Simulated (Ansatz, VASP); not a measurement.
## LiTi12: VASP beside Ansatz

```xyz
13
Lattice="5.9000 0.0000 0.0000 -4.4250 7.6643 0.0000 0.0000 0.0000 4.6846" Properties=species:S:1:pos:R:3 pbc="T T T"
Ti    0.0416    0.0051   -0.1167
Ti    0.0171    1.4291    2.2047
Ti   -1.6288    2.3885    0.3045
Ti   -1.6393    4.3991    2.0418
Ti   -2.9352    5.0427   -0.3303
Ti   -2.9830    6.7757    2.1565
Ti    2.9785    0.0174    0.1864
Ti    2.9393    1.7567    2.6703
Ti    1.6569    2.3947    0.2952
Ti    1.6221    4.3969    2.0358
Ti   -0.0067    5.4025    0.1413
Ti   -0.0338    6.8120    2.4609
Li    0.0004    3.4125    3.5566
```

Alike in both runs: functional PBE; k mesh 3 × 2 × 4; occupations fermi-dirac, width 0.1 eV; no spin polarisation.

Ansatz relaxed the structure, and its values are those at the end. VASP's run is a single point on that final structure, the one shown.

|  | VASP | Ansatz |
| --- | --- | --- |
| version | VASP 6.6.1 | Ansatz 0.2.0 |
| potentials or method | VASP PAW PBE potentials, release 64 (Ti_sv, Li_sv), cutoff 520 eV | scalar-relativistic, plane waves, PAW |
| valence electrons in the cell | 147 | 147 |

Ansatz gave:

| Quantity | Value |
| --- | --- |
| rms of the force components (eV/Å) | 0.013 |

Problem. What did VASP give for the same quantities?

Solution. rms of the force components (eV/Å): 0.015.

The k mesh is coarse, so the values compare programs but aren't converged. Noted on VASP's run: the cutoff is under 1.25 times that of the potentials, so the pressure is a little rough.
